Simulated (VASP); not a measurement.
Here is a VASP 6.6.1 calculation.

File INCAR:

```
PREC = Accurate
ENCUT = 520
EDIFF = 1E-7
ISMEAR = 0
SIGMA = 0.1
LREAL = False
LASPH = True
NELM = 60
ALGO = Normal
ISIF = 2
LWAVE = False
LCHARG = True
GGA = PE
LELF = True
LVHAR = True
NBANDS = 21
```

KPOINTS

```
regular mesh
0
Gamma
  18 18 10
```

Contents of POSCAR:

```
Ru
1.0
    2.7200250913      0.0000000000      0.0000000000
   -1.3600125457      2.3556108280      0.0000000000
    0.0000000000      0.0000000000      4.2967694967
Ru
2
Direct
    0.3333333333      0.6666666667      0.2500000000
    0.6666666667      0.3333333333      0.7500000000
```

Potentials or basis: VASP PAW PBE potentials, release 64 (Ru_pv).

Command:

```bash
$ cat potpaw_PBE.64/Ru_pv/POTCAR > POTCAR
$ mpirun -np 1 vasp_std > vasp.out
```

Estimate the band gap on the k mesh.

zero (bands 14 and 15 overlap by 3.07 eV).

Predict the pressure.

-0.1 GPa.
